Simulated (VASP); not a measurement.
# Pd (Fm-3m) in VASP: further runs

Runs on Pd. Level: LDA. Tasks: single point.

All numbers are computed with VASP 6.6.1; they aren't measurements. Logs are shortened: lines on timing, memory, paths and dates and some standing lists are left out, and cuts for length are marked.

## Step 1: The cell of the first run

The structure is cubic, space group Fm-3m (No. 225). The conventional cell has a = 3.916 Å, b = 3.916 Å, c = 3.916 Å, α = 90.00°, β = 90.00°, γ = 90.00°. Pd (site symmetry m-3m) has 12 Pd at 2.77 Å within 3.6 Å.

## Step 2: Single point, LDA (volume scaled by 1.02)

File INCAR:

```
SYSTEM = Pd
PREC = Accurate ; ENCUT = 520
EDIFF = 1E-6 ; ISMEAR = -1
SIGMA = 0.05 ; LREAL = .False.
LASPH = .True. ; NELM = 80
ALGO = Normal ; ISIF = 2
LWAVE = .False. ; LCHARG = .False.
GGA = CA ; NBANDS = 11
```

File KPOINTS:

```
regular mesh
0
Gamma
  18 18 18
  0 0 0
```

File POSCAR:

```
Pd
1.0
    0.0000000000      1.9577805078      1.9577805078
    1.9577805078      0.0000000000      1.9577805078
    1.9577805078      1.9577805078      0.0000000000
Pd
1
Direct
    0.0000000000      0.0000000000      0.0000000000
```

Potentials or basis: VASP PAW LDA potentials, release 64 (Pd).

Started as:

```console
cat potpaw_LDA.64/Pd/POTCAR > POTCAR
mpirun -np 1 vasp_std > vasp.out
```

OUTCAR:

```text
SYSTEM = Pd
   PREC = Accurate
   ENCUT = 520
   EDIFF = 1E-6
   ISMEAR = -1
   LREAL = .False.
   LASPH = .True.
   NELM = 80
   ISIF = 2
   GGA = CA

 ion  position               nearest neighbor table
   1  0.000  0.000  0.000-

  LATTYP: Found a face centered cubic cell.
 ALAT       =     3.9155610156

  Lattice vectors:

 A1 = (   0.0000000000,   1.9577805078,   1.9577805078)
 A2 = (   1.9577805078,   0.0000000000,   1.9577805078)
 A3 = (   1.9577805078,   1.9577805078,   0.0000000000)

Analysis of symmetry for initial positions (statically):
=====================================================================
 Subroutine PRICEL returns:
 Original cell was already a primitive cell.

 Routine SETGRP: Setting up the symmetry group for a
 face centered cubic supercell.

 Subroutine GETGRP returns: Found 48 space group operations
 (whereof 48 operations were pure point group operations)
 out of a pool of 48 trial point group operations.

The static configuration has the point symmetry O_h .

Analysis of symmetry for dynamics (positions and initial velocities):
=====================================================================
 Subroutine PRICEL returns:
 Original cell was already a primitive cell.

 Routine SETGRP: Setting up the symmetry group for a
 face centered cubic supercell.

 Subroutine GETGRP returns: Found 48 space group operations
 (whereof 48 operations were pure point group operations)
 out of a pool of 48 trial point group operations.

The dynamic configuration has the point symmetry O_h .

 Subroutine INISYM returns: Found 48 space group operations
 (whereof 48 operations are pure point group operations),
 and found     1 'primitive' translations

----------------------------------------------------------------------------------------

                                     Primitive cell

  volume of cell :      15.0080

  direct lattice vectors                    reciprocal lattice vectors
     0.000000000  1.957780508  1.957780508    -0.255391244  0.255391244  0.255391244
     1.957780508  0.000000000  1.957780508     0.255391244 -0.255391244  0.255391244
     1.957780508  1.957780508  0.000000000     0.255391244  0.255391244 -0.255391244

  length of vectors
     2.768719746  2.768719746  2.768719746     0.442350611  0.442350611  0.442350611

  position of ions in fractional coordinates (direct lattice)
     0.000000000  0.000000000  0.000000000

  ion indices of the primitive-cell ions
   primitive index   ion index
                 1           1

----------------------------------------------------------------------------------------

 KPOINTS: regular mesh

Automatic generation of k-mesh.
 Grid dimensions read from file:
 generate k-points for:   18   18   18

 Generating k-lattice:

  Cartesian coordinates                     Fractional coordinates (reciprocal lattice)
    -0.014188402  0.014188402  0.014188402     0.055555556  0.000000000  0.000000000
     0.014188402 -0.014188402  0.014188402     0.000000000  0.055555556  0.000000000
     0.014188402  0.014188402 -0.014188402     0.000000000  0.000000000  0.055555556

  Length of vectors
     0.024575034  0.024575034  0.024575034

  Shift w.r.t. Gamma in fractional coordinates (k-lattice)
     0.000000000  0.000000000  0.000000000

 Subroutine IBZKPT returns following result:
 ===========================================

 Found    195 irreducible k-points:

 Following reciprocal coordinates:
            Coordinates               Weight
  0.000000  0.000000  0.000000      1.000000
  0.055556  0.000000  0.000000      8.000000
  0.111111  0.000000  0.000000      8.000000
  0.166667  0.000000  0.000000      8.000000
  0.222222  0.000000  0.000000      8.000000
  0.277778  0.000000  0.000000      8.000000
[... 16 lines left out ...]
 -0.277778  0.055556  0.000000     24.000000
 -0.222222  0.055556  0.000000     24.000000
 [... further k-points ...]
   k-points           NKPTS =    195   k-points in BZ     NKDIM =    195   number of bands    NBANDS=     11
   number of dos      NEDOS =    301   number of ions     NIONS =      1
   total plane-waves  NPLWV =  13824
   dimension x,y,z NGX =    24 NGY =   24 NGZ =   24
   dimension x,y,z NGXF=    48 NGYF=   48 NGZF=   48
   ions per type =               1
   NGX,Y,Z   is equivalent  to a cutoff of  14.41, 14.41, 14.41 a.u.
   NGXF,Y,Z  is equivalent  to a cutoff of  28.82, 28.82, 28.82 a.u.
 SYSTEM =  Pd
   PREC   = accura    normal or accurate (medium, high low for compatibility)
   ISTART =      0    job   : 0-new  1-cont  2-samecut
   ICHARG =      2    charge: 1-file 2-atom 10-const
   ISPIN  =      1    spin polarized calculation?
   LNONCOLLINEAR =      F non collinear calculations
   LSORBIT =      F    spin-orbit coupling
   LASPH  =      T    aspherical Exc in radial PAW
   ENCUT  =  520.0 eV  38.22 Ry    6.18 a.u.   5.15  5.15  5.15*2*pi/ulx,y,z
   NELM   =     80;   NELMIN=  2; NELMDL= -5     # of ELM steps
   EDIFF  = 0.1E-05   stopping-criterion for ELM
   LREAL  =      F    real-space projection
   EDIFFG = 0.1E-04   stopping-criterion for IOM
   NSW    =      0    number of steps for IOM
   IBRION =     -1    ionic relax: 0-MD 1-quasi-New 2-CG
   NFREE  =      0    steps in history (QN), initial steepest desc. (CG)
   ISIF   =      2    stress and relaxation
   ISYM   =      2    0-nonsym 1-usesym 2-fastsym
   POTIM  = 0.5000    time-step for ionic-motion
   TEBEG  =    0.0;   TEEND  =   0.0 temperature during run
   PSTRESS=    0.0 pullay stress
   NELECT =      10.0000    total number of electrons
   NUPDOWN=      -1.0000    fix difference up-down
   EMIN   =  10.00;   EMAX   =-10.00  energy-range for DOS
   EFERMI =   0.00;   METHOD = LEGACY
   ISMEAR =    -1;   SIGMA  =   0.05  broadening in eV -4-tet -1-fermi 0-gaus
   EFERMI_NEDOS =   21; number of points for ismear=-14 and -15
   IALGO  =     38    algorithm
   IMIX   =      4    mixing-type and parameters
     AMIX     =   0.40;   BMIX     =  1.00
     AMIX_MAG =   1.60;   BMIX_MAG =  1.00
  volume/ion in A,a.u.               =      15.01       101.28
  Fermi-wavevector in a.u.,A,eV,Ry     =   1.429884  2.702089 27.818043  2.044568
  Thomas-Fermi vector in A             =   2.549789
   LORBIT       =      0    0 simple, 1 ext, 2 COOP (PROOUT), +10 PAW based schemes
   GGA     = CA    functional components
   LHFCALC =     F    Hartree Fock is set to
   AEXX    =    0.0000 exact exchange contribution
   IVDW    =     0    specifies the selected vdW correction
   LEPSILON=     F    determine dielectric tensor
   LRPA    =     F    only Hartree local field effects (RPA)
 non-spin polarized calculation
  energy-cutoff  :      520.00
  volume of cell :       15.01
 maximum number of plane-waves:       419
 NGX is ok and might be reduce to    24
   NGX = 11   NGY = 11   NGZ = 11

 number of electron      10.0000000 magnetization

 number of electron       9.9999999 magnetization

 Free energy of the ion-electron system (eV)
  ---------------------------------------------------
  ext. energy  EPLUGINS =         0.00000000
  ---------------------------------------------------
  free energy    TOTEN  =        -6.47605808 eV

  energy without entropy =       -6.45745295  energy(sigma->0) =       -6.46675551

 E-fermi :   9.3005     XC(G=0): -13.4116

 val. band max:        9.2999007841   @ k =   0.4444   0.1667   0.0000
 cond. band min:       9.3010764653   @ k =  -0.3889   0.3889   0.0556
 fundamental gap:      0.0011756812
 Fermi energy:         9.3004617333

 k-point     1 :       0.0000    0.0000    0.0000
  band No.  band energies     occupation
      1       2.1940      2.00000
      2       6.5041      2.00000
      3       6.5041      2.00000
      4       6.5041      2.00000
      5       8.1050      2.00000
      6       8.1050      2.00000
      7      26.4228      0.00000
      8      31.0403      0.00000
      9      31.0403      0.00000
     10      31.0403      0.00000
     11      35.1321      0.00000

 k-point     2 :       0.0556    0.0000    0.0000
  band No.  band energies     occupation
      1       2.3049      2.00000
      2       6.4648      2.00000
      3       6.5427      2.00000
      4       6.5427      2.00000
      5       8.0864      2.00000
      6       8.0864      2.00000
      7      26.5392      0.00000
      8      30.2970      0.00000
      9      31.1654      0.00000
     10      31.1654      0.00000
     11      35.1683      0.00000

 k-point     3 :       0.1111    0.0000    0.0000
  band No.  band energies     occupation
      1       2.6255      2.00000
      2       6.3667      2.00000
      3       6.6437      2.00000
      4       6.6437      2.00000
      5       8.0473      2.00000
      6       8.0473      2.00000
      7      26.7898      0.00000
      8      28.7840      0.00000
      9      31.5193      0.00000
     10      31.5193      0.00000
     11      35.1999      0.00000

 k-point     4 :       0.1667    0.0000    0.0000
  band No.  band energies     occupation
      1       3.1108      2.00000
      2       6.2740      2.00000
      3       6.7576      2.00000
      4       6.7576      2.00000
      5       8.0411      2.00000
      6       8.0411      2.00000
      7      26.3796      0.00000
      8      27.6954      0.00000
      9      32.0272      0.00000
     10      32.0272      0.00000
     11      35.1947      0.00000

 k-point     5 :       0.2222    0.0000    0.0000
  band No.  band energies     occupation
      1       3.6482      2.00000
      2       6.3206      2.00000
      3       6.8089      2.00000
      4       6.8089      2.00000
      5       8.1441      2.00000
      6       8.1441      2.00000
      7      24.6149      0.00000
      8      27.5778      0.00000
      9      32.5004      0.00000
     10      32.5004      0.00000
     11      34.7259      0.00000
[... 211 lines left out ...]
 k-point    21 :      -0.3889    0.0556    0.0000
  band No.  band energies     occupation
      1       4.2036      2.00000
      2       6.4965      2.00000
      3       6.5881      2.00000
      4       8.3560      2.00000
      5       8.9404      1.99851
      6       9.9642      0.00000
      7      18.0746      0.00000
      8      26.1353      0.00000
      9      29.5877      0.00000
     10      30.9370      0.00000
     11      35.1684      0.00000

 k-point    22 :      -0.3333    0.0556    0.0000
  band No.  band energies     occupation
      1       4.2463      2.00000
      2       6.5973      2.00000
      3       6.6793      2.00000
      4       7.6067      2.00000
      5       8.6124      2.00000
      6       9.3205      0.80196
      7      19.9293      0.00000
      8      26.5440      0.00000
      9      30.0568      0.00000
     10      32.1014      0.00000
     11      35.0486      0.00000

 k-point    23 :      -0.2778    0.0556    0.0000
  band No.  band energies     occupation
      1       4.1917      2.00000
      2       6.6478      2.00000
      3       6.7877      2.00000
      4       6.8627      2.00000
      5       8.2643      2.00000
      6       8.8550      1.99973
      7      21.9653      0.00000
      8      27.0376      0.00000
      9      30.6876      0.00000
     10      33.5334      0.00000
     11      34.1830      0.00000

 k-point    24 :      -0.2222    0.0556    0.0000
  band No.  band energies     occupation
      1       3.8959      2.00000
      2       6.2810      2.00000
      3       6.8288      2.00000
      4       6.8621      2.00000
      5       7.9841      2.00000
      6       8.4982      2.00000
      7      24.0170      0.00000
      8      27.4385      0.00000
      9      31.1706      0.00000
     10      33.6068      0.00000
     11      33.9759      0.00000

 [... further k-points ...]

------------------------ aborting loop because EDIFF is reached ----------------------------------------

  FORCE on cell =-STRESS in cart. coord.  units (eV):
  Direction    XX          YY          ZZ          XY          YZ          ZX
  --------------------------------------------------------------------------------------
  -------------------------------------------------------------------------------------
  Total       -1.0488909     -1.0488909     -1.0488909      0.0000000      0.0000000      0.0000000
  in kB     -111.9744390   -111.9744390   -111.9744390      0.0000000      0.0000000      0.0000000
  external PRESSURE =    -111.9744390 kB  Pullay stress =       0.0000000 kB

 VOLUME and BASIS-vectors are now :
 -----------------------------------------------------------------------------
  energy-cutoff  :      520.00
  volume of cell :       15.01
      direct lattice vectors                 reciprocal lattice vectors
     0.000000000  1.957780508  1.957780508    -0.255391244  0.255391244  0.255391244
     1.957780508  0.000000000  1.957780508     0.255391244 -0.255391244  0.255391244
     1.957780508  1.957780508  0.000000000     0.255391244  0.255391244 -0.255391244

 POSITION                                       TOTAL-FORCE (eV/Angst)
 -----------------------------------------------------------------------------------
      0.00000      0.00000      0.00000         0.000000      0.000000      0.000000
 -----------------------------------------------------------------------------------
    total drift:                               -0.000000      0.000000     -0.000000

  FREE ENERGIE OF THE ION-ELECTRON SYSTEM (eV)
  ---------------------------------------------------
  free  energy   TOTEN  =        -6.4760580783 eV

  energy  without entropy=       -6.4574529483  energy(sigma->0) =       -6.46675551
```

Run time: 41 s. Hardware: 1 thread of Intel Xeon 8259CL, shared host; peak memory 0.15 GiB.

What came out:

| Item | Value |
| --- | --- |
| Free energy | -6.4761 eV |
| Pressure | -11.2 GPa |
| Band gap on the k mesh | zero (band 5 reaches 9.58 eV, above the bottom of band 6 at 8.04 eV) |

Levels at points of the mesh, in eV from the Fermi level:
| k point | band 1 | band 2 | band 3 | band 4 | band 5 | band 6 | band 7 | band 8 | band 9 | band 10 |
| --- | --- | --- | --- | --- | --- | --- | --- | --- | --- | --- |
| (0.00, 0.00, 0.00) | -7.11 | -2.80 | -2.80 | -2.80 | -1.20 | -1.20 | 17.12 | 21.74 | 21.74 | 21.74 |
| (0.50, 0.00, 0.00) | -5.23 | -2.83 | -2.83 | -0.02 | -0.02 | 0.98 | 7.11 | 16.49 | 20.74 | 20.74 |
| (0.50, 0.50, 0.00) | -5.28 | -5.01 | -0.04 | 0.28 | 0.28 | 3.25 | 10.53 | 12.97 | 12.97 | 21.27 |

## Step 3: Single point, LDA (volume scaled by 1.06)

File INCAR:

```
SYSTEM = Pd
ALGO = Normal ; EDIFF = 1E-6
ENCUT = 520 ; GGA = CA
ISIF = 2 ; ISMEAR = -1
LASPH = .TRUE. ; LCHARG = .TRUE.
LELF = .TRUE. ; LREAL = .FALSE.
LVHAR = .TRUE. ; LWAVE = .FALSE.
NBANDS = 11 ; NELM = 60
PREC = Accurate ; SIGMA = 0.05
```

File KPOINTS:

```
k-points
0
G
  18 18 18
  0 0 0
```

File POSCAR:

```
Pd
1.0
    0.0000000000      1.9830449783      1.9830449783
    1.9830449783      0.0000000000      1.9830449783
    1.9830449783      1.9830449783      0.0000000000
Pd
1
Direct
    0.0000000000      0.0000000000      0.0000000000
```

Potentials or basis: VASP PAW LDA potentials, release 64 (Pd).

Started as:

```console
cat potpaw_LDA.64/Pd/POTCAR > POTCAR
mpirun -np 1 vasp_std > vasp.out
```

OUTCAR:

```text
SYSTEM = Pd
   EDIFF = 1E-6
   ENCUT = 520
   GGA = CA
   ISIF = 2
   ISMEAR = -1
   LASPH = .TRUE.
   LREAL = .FALSE.
   NELM = 60
   PREC = Accurate

 ion  position               nearest neighbor table
   1  0.000  0.000  0.000-

  LATTYP: Found a face centered cubic cell.
 ALAT       =     3.9660899566

  Lattice vectors:

 A1 = (   0.0000000000,   1.9830449783,   1.9830449783)
 A2 = (   1.9830449783,   0.0000000000,   1.9830449783)
[... 515 lines left out ...]
     11      32.8792      0.00000

 [... further k-points ...]

------------------------ aborting loop because EDIFF is reached ----------------------------------------

  FORCE on cell =-STRESS in cart. coord.  units (eV):
  Direction    XX          YY          ZZ          XY          YZ          ZX
  --------------------------------------------------------------------------------------
  -------------------------------------------------------------------------------------
  Total       -1.6351185     -1.6351185     -1.6351185      0.0000000      0.0000000     -0.0000000
  in kB     -167.9701549   -167.9701549   -167.9701549      0.0000000      0.0000000     -0.0000000
  external PRESSURE =    -167.9701549 kB  Pullay stress =       0.0000000 kB

 VOLUME and BASIS-vectors are now :
 -----------------------------------------------------------------------------
  energy-cutoff  :      520.00
  volume of cell :       15.60
      direct lattice vectors                 reciprocal lattice vectors
     0.000000000  1.983044978  1.983044978    -0.252137498  0.252137498  0.252137498
     1.983044978  0.000000000  1.983044978     0.252137498 -0.252137498  0.252137498
     1.983044978  1.983044978  0.000000000     0.252137498  0.252137498 -0.252137498

 POSITION                                       TOTAL-FORCE (eV/Angst)
 -----------------------------------------------------------------------------------
      0.00000      0.00000      0.00000         0.000000      0.000000      0.000000
 -----------------------------------------------------------------------------------
    total drift:                               -0.000000      0.000000     -0.000000

  FREE ENERGIE OF THE ION-ELECTRON SYSTEM (eV)
  ---------------------------------------------------
  free  energy   TOTEN  =        -6.4244719263 eV

  energy  without entropy=       -6.4048810656  energy(sigma->0) =       -6.41467650
```

OSZICAR:

```text
N       E                     dE             d eps       ncg     rms          rms(c)
DAV:   1     0.411616660746E+02    0.41162E+02   -0.51171E+03  4322   0.846E+02
DAV:   2    -0.616109117775E+01   -0.47323E+02   -0.45646E+02  4849   0.181E+02
DAV:   3    -0.674906262342E+01   -0.58797E+00   -0.58422E+00  5183   0.214E+01
DAV:   4    -0.675197345670E+01   -0.29108E-02   -0.29104E-02  5109   0.156E+00
DAV:   5    -0.675200877160E+01   -0.35315E-04   -0.35315E-04  5685   0.154E-01    0.697E+00
DAV:   6    -0.643721626752E+01    0.31479E+00   -0.14981E+00  5208   0.961E+00    0.322E+00
DAV:   7    -0.642870414733E+01    0.85121E-02   -0.11103E-02  5316   0.786E-01    0.179E+00
DAV:   8    -0.642446782699E+01    0.42363E-02   -0.10765E-03  5308   0.270E-01    0.416E-02
DAV:   9    -0.642446998009E+01   -0.21531E-05   -0.43039E-05  6129   0.519E-02    0.123E-02
DAV:  10    -0.642447196468E+01   -0.19846E-05   -0.22777E-06  5208   0.153E-02    0.387E-03
DAV:  11    -0.642447192626E+01    0.38422E-07   -0.35307E-08  3414   0.144E-03
   1 F= -.64244719E+01 E0= -.64146765E+01  d E =-.195909E-01
```

Wall time 46 s (1 thread of Intel Xeon 8259CL, shared host); peak memory 0.16 GiB.

Results:

```yaml
Free_energy: -6.4245 eV
Pressure: -16.8 GPa
Band_gap_on_the_k_mesh: zero (band 5 reaches 8.92 eV, above the bottom of band 6 at 7.48 eV)
```

Levels at points of the mesh, in eV from the Fermi level:
| k point | band 1 | band 2 | band 3 | band 4 | band 5 | band 6 | band 7 | band 8 | band 9 | band 10 |
| --- | --- | --- | --- | --- | --- | --- | --- | --- | --- | --- |
| (0.00, 0.00, 0.00) | -6.81 | -2.63 | -2.63 | -2.63 | -1.12 | -1.12 | 17.10 | 21.49 | 21.49 | 21.49 |
| (0.50, 0.00, 0.00) | -4.93 | -2.66 | -2.66 | -0.02 | -0.02 | 1.07 | 6.81 | 16.46 | 20.37 | 20.37 |
| (0.50, 0.50, 0.00) | -4.97 | -4.72 | -0.04 | 0.26 | 0.26 | 3.26 | 10.14 | 12.76 | 12.76 | 20.72 |
